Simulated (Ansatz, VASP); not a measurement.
# Two plane-wave programs on BaTiO3

```
CELL_PARAMETERS angstrom
3.85846 0.00000 0.00000
0.00000 3.85846 0.00000
0.00000 0.00000 4.34082
ATOMIC_POSITIONS crystal
Ba 0.00000 0.00000 0.00000
Ti 0.50000 0.50000 0.50000
O 0.50000 0.50000 0.00000
O 0.50000 0.00000 0.50000
O 0.00000 0.50000 0.50000
```

Change from the starting cell: strain -0.040 along x and y, +0.080 along z, atoms carried along.

Alike in both runs: task single point; functional PBE; k mesh 8 × 8 × 8; occupations gaussian, width 0.05 eV; no spin polarisation.

|  | VASP | Ansatz |
| --- | --- | --- |
| version | VASP 6.6.1 | Ansatz 0.2.0 |
| potentials or method | VASP PAW PBE potentials, release 64 (Ba_sv, Ti_sv, O), cutoff 520 eV | scalar-relativistic, plane waves, PAW |
| valence electrons in the cell | 40 | 40 |

VASP gave:

| Quantity | Value |
| --- | --- |
| gap on the k mesh at the Fermi level (eV) | 1.52 |
| least direct gap on the mesh (eV) | 1.77 |
| pressure (GPa) | 5.8 |
| traceless stress, the component that is largest in VASP (GPa) | -13.64 |

**Question.** Which values does Ansatz return?

**Answer.** gap on the k mesh at the Fermi level (eV): 1.57; least direct gap on the mesh (eV): 1.81; pressure (GPa): 4.0; traceless stress, the component that is largest in VASP (GPa): -13.06.

Neither program's run includes spin-orbit coupling.
